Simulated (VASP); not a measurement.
# C (P6_3/mmc) in VASP: a series of runs

Runs on C. Level: r2SCAN. Tasks: single point.

Everything below comes from runs of VASP 6.6.1. Logs are shortened: lines on timing, memory, paths and dates and some standing lists are left out, and cuts for length are marked.

## (1) The cell of the first run

Symmetry: P6_3/mmc, No. 194, hexagonal system. Conventional cell: a = 2.522 Å, b = 2.522 Å, c = 12.356 Å, α = 90.00°, β = 90.00°, γ = 120.00°. Within 2.1 Å of C (site symmetry 3m) lie 4 C at 1.54 Å. C (site symmetry 3m) has 4 C at 1.54 Å within 2.1 Å. Within 2.1 Å of C (site symmetry 3m) lie 4 C at 1.54 Å.

## (2) Single point, r2SCAN

File POSCAR:

```
C
1.0
    2.5221000000      0.0000000000      0.0000000000
   -1.2610500000      2.1842026709      0.0000000000
    0.0000000000      0.0000000000     12.3557000000
C
12
Direct
    0.0000000000      0.0000000000      0.1875000000
    0.0000000000      0.0000000000      0.6875000000
    0.0000000000      0.0000000000      0.3125000000
    0.0000000000      0.0000000000      0.8125000000
    0.3333333333      0.6666666667      0.5208300000
    0.6666666667      0.3333333333      0.0208300000
    0.3333333333      0.6666666667      0.9791700000
    0.6666666667      0.3333333333      0.4791700000
    0.3333333333      0.6666666667      0.6458300000
    0.6666666667      0.3333333333      0.1458300000
    0.3333333333      0.6666666667      0.8541700000
    0.6666666667      0.3333333333      0.3541700000
```

File INCAR.step1:

```
SYSTEM = C
PREC = Accurate ; ENCUT = 520
ISMEAR = 0 ; SIGMA = 0.02
LREAL = .False. ; LASPH = .True.
NELM = 100 ; NBANDS = 36
GGA = PE ; ALGO = Normal
EDIFF = 1E-4 ; LWAVE = .True.
LCHARG = .False.
```

File INCAR.step2:

```
SYSTEM = C
PREC = Accurate ; ENCUT = 520
EDIFF = 1E-7 ; ISMEAR = 0
SIGMA = 0.02 ; LREAL = .False.
LASPH = .True. ; NELM = 100
ALGO = Normal ; ISIF = 2
LWAVE = .False. ; LCHARG = .True.
METAGGA = R2SCAN ; LMIXTAU = .True.
LELF = .True. ; LVHAR = .True.
NBANDS = 36 ; ISTART = 1
```

File KPOINTS:

```
regular mesh
0
Gamma
  12 12 2
  0 0 0
```

Potentials or basis: VASP PAW PBE potentials, release 64 (C).

On the command line:

```console
$ cat potpaw_PBE.64/C/POTCAR > POTCAR
$ cp INCAR.step1 INCAR
$ mpirun -np 1 vasp_std > vasp.out
$ cp INCAR.step2 INCAR
$ mpirun -np 1 vasp_std > vasp.out
```

OUTCAR:

```text
SYSTEM = C
   PREC = Accurate
   ENCUT = 520
   EDIFF = 1E-7
   ISMEAR = 0
   LREAL = .False.
   LASPH = .True.
   NELM = 100
   ISIF = 2
   METAGGA = R2SCAN
   ISTART = 1

 ion  position               nearest neighbor table
   1  0.000  0.000  0.188-   3 1.54  10 1.54  10 1.54  10 1.54
   2  0.000  0.000  0.688-   4 1.54   9 1.54   9 1.54   9 1.54
   3  0.000  0.000  0.312-   1 1.54  12 1.54  12 1.54  12 1.54
   4  0.000  0.000  0.812-   2 1.54  11 1.54  11 1.54  11 1.54
   5  0.333  0.667  0.521-   8 1.54   8 1.54   8 1.54   9 1.54
   6  0.667  0.333  0.021-   7 1.54   7 1.54   7 1.54  10 1.54
   7  0.333  0.667  0.979-   6 1.54   6 1.54   6 1.54  11 1.54
   8  0.667  0.333  0.479-   5 1.54   5 1.54   5 1.54  12 1.54
   9  0.333  0.667  0.646-   5 1.54   2 1.54   2 1.54   2 1.54
  10  0.667  0.333  0.146-   6 1.54   1 1.54   1 1.54   1 1.54
  11  0.333  0.667  0.854-   7 1.54   4 1.54   4 1.54   4 1.54
  12  0.667  0.333  0.354-   8 1.54   3 1.54   3 1.54   3 1.54

  LATTYP: Found a hexagonal cell.
 ALAT       =     2.5221000000
 C/A-ratio  =     4.8989730780

  Lattice vectors:

 A1 = (   2.5221000000,   0.0000000000,   0.0000000000)
 A2 = (  -1.2610500000,   2.1842026709,   0.0000000000)
 A3 = (   0.0000000000,   0.0000000000,  12.3557000000)

Analysis of symmetry for initial positions (statically):
=====================================================================
 Subroutine PRICEL returns:
 Original cell was already a primitive cell.

 Routine SETGRP: Setting up the symmetry group for a
 hexagonal supercell.

 Subroutine GETGRP returns: Found 24 space group operations
 (whereof 12 operations were pure point group operations)
 out of a pool of 24 trial point group operations.

The static configuration has the point symmetry D_3d.
 The point group associated with its full space group is D_6h.

Analysis of symmetry for dynamics (positions and initial velocities):
=====================================================================
 Subroutine PRICEL returns:
 Original cell was already a primitive cell.

 Routine SETGRP: Setting up the symmetry group for a
 hexagonal supercell.

 Subroutine GETGRP returns: Found 24 space group operations
 (whereof 12 operations were pure point group operations)
 out of a pool of 24 trial point group operations.

The dynamic configuration has the point symmetry D_3d.
 The point group associated with its full space group is D_6h.

 Subroutine INISYM returns: Found 24 space group operations
 (whereof 12 operations are pure point group operations),
 and found     1 'primitive' translations

----------------------------------------------------------------------------------------

                                     Primitive cell

  volume of cell :      68.0648

  direct lattice vectors                    reciprocal lattice vectors
     2.522100000  0.000000000  0.000000000     0.396494984  0.228916486  0.000000000
    -1.261050000  2.184202671  0.000000000     0.000000000  0.457832972  0.000000000
     0.000000000  0.000000000 12.355700000     0.000000000  0.000000000  0.080934306

  length of vectors
     2.522100000  2.522100000 12.355700000     0.457832972  0.457832972  0.080934306

  position of ions in fractional coordinates (direct lattice)
     0.000000000  0.000000000  0.187500000
     0.000000000  0.000000000  0.687500000
     0.000000000  0.000000000  0.312500000
     0.000000000  0.000000000  0.812500000
     0.333333333  0.666666667  0.520830000
     0.666666667  0.333333333  0.020830000
     0.333333333  0.666666667  0.979170000
     0.666666667  0.333333333  0.479170000
     0.333333333  0.666666667  0.645830000
     0.666666667  0.333333333  0.145830000
     0.333333333  0.666666667  0.854170000
     0.666666667  0.333333333  0.354170000

  ion indices of the primitive-cell ions
   primitive index   ion index
                 1           1
                 2           2
                 3           3
                 4           4
                 5           5
                 6           6
                 7           7
                 8           8
                 9           9
                10          10
                11          11
                12          12

----------------------------------------------------------------------------------------

 KPOINTS: regular mesh

Automatic generation of k-mesh.
 Grid dimensions read from file:
 generate k-points for:   12   12    2

 Generating k-lattice:

  Cartesian coordinates                     Fractional coordinates (reciprocal lattice)
     0.033041249  0.019076374  0.000000000     0.083333333  0.000000000  0.000000000
     0.000000000  0.038152748  0.000000000     0.000000000  0.083333333  0.000000000
     0.000000000  0.000000000  0.040467153     0.000000000  0.000000000  0.500000000

  Length of vectors
     0.038152748  0.038152748  0.040467153

  Shift w.r.t. Gamma in fractional coordinates (k-lattice)
     0.000000000  0.000000000  0.000000000

 Subroutine IBZKPT returns following result:
 ===========================================

 Found     38 irreducible k-points:

 Following reciprocal coordinates:
            Coordinates               Weight
  0.000000  0.000000  0.000000      1.000000
  0.083333 -0.000000  0.000000      6.000000
  0.166667 -0.000000  0.000000      6.000000
  0.250000  0.000000  0.000000      6.000000
  0.333333  0.000000  0.000000      6.000000
  0.416667  0.000000  0.000000      6.000000
[... 16 lines left out ...]
  0.250000  0.000000  0.500000      6.000000
  0.333333  0.000000  0.500000      6.000000
 [... further k-points ...]
   k-points           NKPTS =     38   k-points in BZ     NKDIM =     38   number of bands    NBANDS=     36
   number of dos      NEDOS =    301   number of ions     NIONS =     12
   total plane-waves  NPLWV =  38400
   dimension x,y,z NGX =    20 NGY =   20 NGZ =   96
   dimension x,y,z NGXF=    40 NGYF=   40 NGZF=  192
   ions per type =              12
   NGX,Y,Z   is equivalent  to a cutoff of  13.18, 13.18, 12.92 a.u.
   NGXF,Y,Z  is equivalent  to a cutoff of  26.37, 26.37, 25.83 a.u.
 SYSTEM =  C
   PREC   = accura    normal or accurate (medium, high low for compatibility)
   ISTART =      1    job   : 0-new  1-cont  2-samecut
   ICHARG =      0    charge: 1-file 2-atom 10-const
   ISPIN  =      1    spin polarized calculation?
   LNONCOLLINEAR =      F non collinear calculations
   LSORBIT =      F    spin-orbit coupling
   LASPH  =      T    aspherical Exc in radial PAW
   ENCUT  =  520.0 eV  38.22 Ry    6.18 a.u.   4.69  4.69 22.97*2*pi/ulx,y,z
   NELM   =    100;   NELMIN=  2; NELMDL=  0     # of ELM steps
   EDIFF  = 0.1E-06   stopping-criterion for ELM
   LREAL  =      F    real-space projection
   EDIFFG = 0.1E-05   stopping-criterion for IOM
   NSW    =      0    number of steps for IOM
   IBRION =     -1    ionic relax: 0-MD 1-quasi-New 2-CG
   NFREE  =      0    steps in history (QN), initial steepest desc. (CG)
   ISIF   =      2    stress and relaxation
   ISYM   =      2    0-nonsym 1-usesym 2-fastsym
   POTIM  = 0.5000    time-step for ionic-motion
   TEBEG  =    0.0;   TEEND  =   0.0 temperature during run
   PSTRESS=    0.0 pullay stress
   NELECT =      48.0000    total number of electrons
   NUPDOWN=      -1.0000    fix difference up-down
   EMIN   =  10.00;   EMAX   =-10.00  energy-range for DOS
   EFERMI =   0.00;   METHOD = LEGACY
   ISMEAR =     0;   SIGMA  =   0.02  broadening in eV -4-tet -1-fermi 0-gaus
   EFERMI_NEDOS =   21; number of points for ismear=-14 and -15
   IALGO  =     38    algorithm
   IMIX   =      4    mixing-type and parameters
     AMIX     =   0.40;   BMIX     =  1.00
     AMIX_MAG =   1.60;   BMIX_MAG =  1.00
  volume/ion in A,a.u.               =       5.67        38.28
  Fermi-wavevector in a.u.,A,eV,Ry     =   1.457184  2.753678 28.890408  2.123385
  Thomas-Fermi vector in A             =   2.574015
   LORBIT       =      0    0 simple, 1 ext, 2 COOP (PROOUT), +10 PAW based schemes
   METAGGA = R2SCAN    functional components
   LHFCALC =     F    Hartree Fock is set to
   AEXX    =    0.0000 exact exchange contribution
   IVDW    =     0    specifies the selected vdW correction
   LEPSILON=     F    determine dielectric tensor
   LRPA    =     F    only Hartree local field effects (RPA)
 non-spin polarized calculation
 Gauss-broadening in eV      SIGMA  =   0.02
  energy-cutoff  :      520.00
  volume of cell :       68.06
 maximum number of plane-waves:      1860
 NGX is ok and might be reduce to    20
   NGX =  9   NGY =  9   NGZ = 45

 number of electron      47.9999995 magnetization

 Free energy of the ion-electron system (eV)
  ---------------------------------------------------
  ext. energy  EPLUGINS =         0.00000000
  ---------------------------------------------------
  free energy    TOTEN  =      -117.84304435 eV

  energy without entropy =     -117.84304435  energy(sigma->0) =     -117.84304435

 E-fermi :  10.0006     XC(G=0): -14.2557

 val. band max:        9.8110372857   @ k =   0.0000   0.0000   0.0000
 cond. band min:      14.3846012265   @ k =   0.3333   0.0000   0.0000
 fundamental gap:      4.5735639408
 Fermi energy:        10.0006209846

 k-point     1 :       0.0000    0.0000    0.0000
  band No.  band energies     occupation
      1     -12.9917      2.00000
      2     -12.2125      2.00000
      3     -12.1657      2.00000
      4      -9.8508      2.00000
      5      -9.8287      2.00000
      6      -7.0203      2.00000
[... 28 lines left out ...]
     35      18.1284      0.00000
     36      18.1284      0.00000

 k-point     2 :       0.0833   -0.0000    0.0000
  band No.  band energies     occupation
      1     -12.8133      2.00000
      2     -12.0357      2.00000
      3     -11.9883      2.00000
      4      -9.6790      2.00000
      5      -9.6562      2.00000
      6      -6.8598      2.00000
[... 28 lines left out ...]
     35      18.6263      0.00000
     36      18.6800      0.00000
[... 817 lines left out ...]
     35      20.0301      0.00000
     36      20.0301      0.00000

 k-point    24 :       0.3333    0.0000    0.5000
  band No.  band energies     occupation
      1      -9.9949      2.00000
      2      -9.9949      2.00000
      3      -8.4610      2.00000
      4      -8.4610      2.00000
      5      -5.6422      2.00000
      6      -5.6422      2.00000
[... 28 lines left out ...]
     35      19.5861      0.00000
     36      19.5861      0.00000

 [... further k-points ...]
[... 5 lines left out ...]
  --------------------------------------------------------------------------------------
  -------------------------------------------------------------------------------------
  Total       -1.6721103     -1.6721103      2.0356616      0.0000000      0.0000000      0.0000000
  in kB      -39.3598018    -39.3598018     47.9174359      0.0000000      0.0000000      0.0000000
  external PRESSURE =     -10.2673892 kB  Pullay stress =       0.0000000 kB

 VOLUME and BASIS-vectors are now :
 -----------------------------------------------------------------------------
  energy-cutoff  :      520.00
  volume of cell :       68.06
      direct lattice vectors                 reciprocal lattice vectors
     2.522100000  0.000000000  0.000000000     0.396494984  0.228916486  0.000000000
    -1.261050000  2.184202671  0.000000000     0.000000000  0.457832972  0.000000000
     0.000000000  0.000000000 12.355700000     0.000000000  0.000000000  0.080934306

 POSITION                                       TOTAL-FORCE (eV/Angst)
 -----------------------------------------------------------------------------------
      0.00000      0.00000      2.31669        -0.000000     -0.000000     -0.344024
      0.00000      0.00000      8.49454        -0.000000      0.000000     -0.344024
      0.00000      0.00000      3.86116        -0.000000     -0.000000      0.344024
      0.00000      0.00000     10.03901        -0.000000      0.000000      0.344024
     -0.00000      1.45614      6.43522         0.000000      0.000000      0.029468
      1.26105      0.72807      0.25737        -0.000000     -0.000000      0.029468
     -0.00000      1.45614     12.09833         0.000000      0.000000     -0.029468
      1.26105      0.72807      5.92048         0.000000     -0.000000     -0.029468
     -0.00000      1.45614      7.97968         0.000000     -0.000000     -0.339675
      1.26105      0.72807      1.80183        -0.000000      0.000000     -0.339675
     -0.00000      1.45614     10.55387         0.000000     -0.000000      0.339675
      1.26105      0.72807      4.37602        -0.000000      0.000000      0.339675
 -----------------------------------------------------------------------------------
    total drift:                               -0.000000      0.000000      0.000000

  FREE ENERGIE OF THE ION-ELECTRON SYSTEM (eV)
  ---------------------------------------------------
  free  energy   TOTEN  =      -117.8430443453 eV

  energy  without entropy=     -117.8430443453  energy(sigma->0) =     -117.84304435
```

It took 2.5 min on 1 thread of Intel Xeon 6975P-C (Granite Rapids), shared host; peak memory 0.22 GiB.

What came out:

| Quantity | Value |
| --- | --- |
| Free energy | -117.8430 eV |
| Pressure | -1.0 GPa |
| Largest force | 0.344 eV/Å |
| Band gap on the k mesh | 4.57 eV (least direct gap 5.53 eV) |

Forces on the atoms (eV/Å):
```
C    0.000  0.000 -0.344
C    0.000  0.000 -0.344
C    0.000  0.000  0.344
C    0.000  0.000  0.344
C    0.000  0.000  0.029
C    0.000  0.000  0.029
C    0.000  0.000 -0.029
C    0.000  0.000 -0.029
C    0.000  0.000 -0.340
C    0.000  0.000 -0.340
C    0.000  0.000  0.340
C    0.000  0.000  0.340
```

Levels at points of the mesh, in eV from the valence-band top:
```csv
k point,band 22,band 23,band 24,band 25,band 26,band 27
"(0.00, 0.00, 0.00)",-0.16,0.00,0.00,5.53,5.53,5.91
"(0.50, 0.00, 0.00)",-4.30,-3.84,-3.07,4.74,5.35,5.52
"(0.00, 0.00, 0.50)",-0.35,-0.35,-0.35,5.95,5.95,5.95
"(0.50, 0.00, 0.50)",-3.99,-3.44,-3.44,4.92,4.92,6.18
```

Caveat: the stress differs along the axes, from -4 to 5 GPa; the PAW data sets were made with another functional, which shifts forces and pressure a little. A k mesh can miss the band edges.

## (3) Single point, r2SCAN (5.81 Å³/atom)

This run uses another cell than the first one, of 5.81 Å³/atom.

File POSCAR:

```
C
1.0
    2.5373319238      0.0000000000      0.0000000000
   -1.2686659619      2.1973939038      0.0000000000
    0.0000000000      0.0000000000     12.5137895673
C
12
Direct
    0.0000000000      0.0000000000      0.1868010341
    0.0000000000      0.0000000000      0.6868010341
    0.0000000000      0.0000000000      0.3131989659
    0.0000000000      0.0000000000      0.8131989659
    0.3333333333      0.6666666667      0.5207568266
    0.6666666667      0.3333333333      0.0207568266
    0.3333333333      0.6666666667      0.9792431734
    0.6666666667      0.3333333333      0.4792431734
    0.3333333333      0.6666666667      0.6450589408
    0.6666666667      0.3333333333      0.1450589408
    0.3333333333      0.6666666667      0.8549410592
    0.6666666667      0.3333333333      0.3549410592
```

File INCAR.step1:

```
ALGO = Normal ; EDIFF = 1E-4
ENCUT = 520 ; GGA = PE
ISMEAR = 0 ; LASPH = T
LCHARG = F ; LREAL = F
LWAVE = T ; NBANDS = 36
NELM = 80 ; PREC = Accurate
SIGMA = 0.02
```

File INCAR.step2:

```
ALGO = Normal ; EDIFF = 1E-7
ENCUT = 520 ; ISIF = 2
ISMEAR = 0 ; ISTART = 1
LASPH = T ; LCHARG = T
LELF = T ; LMIXTAU = T
LREAL = F ; LVHAR = T
LWAVE = F ; METAGGA = R2SCAN
NBANDS = 36 ; NELM = 80
PREC = Accurate ; SIGMA = 0.02
```

File KPOINTS:

```
k-points
0
Gamma
  12 12 2
```

Potentials or basis: VASP PAW PBE potentials, release 64 (C).

On the command line:

```console
$ cat potpaw_PBE.64/C/POTCAR > POTCAR
$ cp INCAR.step1 INCAR
$ mpirun -np 1 vasp_std > vasp.out
$ cp INCAR.step2 INCAR
$ mpirun -np 1 vasp_std > vasp.out
```

Run time: 2.8 min. Hardware: 1 thread of Intel Xeon 6975P-C (Granite Rapids), shared host; peak memory 0.22 GiB.

Results (log left out):

```
Free energy            : -117.7977 eV
Pressure               : -11.7 GPa
Largest force          : 0.004 eV/Å
Band gap on the k mesh : 4.58 eV (least direct gap 5.57 eV)
```

Forces on the atoms (eV/Å):
```
C    0.000  0.000  0.004
C    0.000  0.000  0.004
C    0.000  0.000 -0.004
C    0.000  0.000 -0.004
C    0.000  0.000  0.000
C    0.000  0.000  0.000
C    0.000  0.000  0.000
C    0.000  0.000  0.000
C    0.000  0.000  0.000
C    0.000  0.000  0.000
C    0.000  0.000  0.000
C    0.000  0.000  0.000
```

Levels at points of the mesh, in eV from the valence-band top:
| k point | band 21 | band 22 | band 23 | band 24 | band 25 | band 26 | band 27 | band 28 |
| --- | --- | --- | --- | --- | --- | --- | --- | --- |
| (0.00, 0.00, 0.00) | -1.02 | -0.14 | 0.00 | 0.00 | 5.57 | 5.57 | 5.69 | 6.71 |
| (0.50, 0.00, 0.00) | -4.22 | -4.17 | -3.73 | -3.02 | 4.79 | 5.42 | 5.48 | 5.80 |
| (0.00, 0.00, 0.50) | -0.33 | -0.33 | -0.33 | -0.33 | 5.97 | 5.97 | 5.97 | 5.97 |
| (0.50, 0.00, 0.50) | -3.91 | -3.91 | -3.37 | -3.37 | 4.97 | 4.97 | 6.03 | 6.03 |

Caveat: the cell stands under tension; the PAW data sets were made with another functional, which shifts forces and pressure a little. A k mesh can miss the band edges.
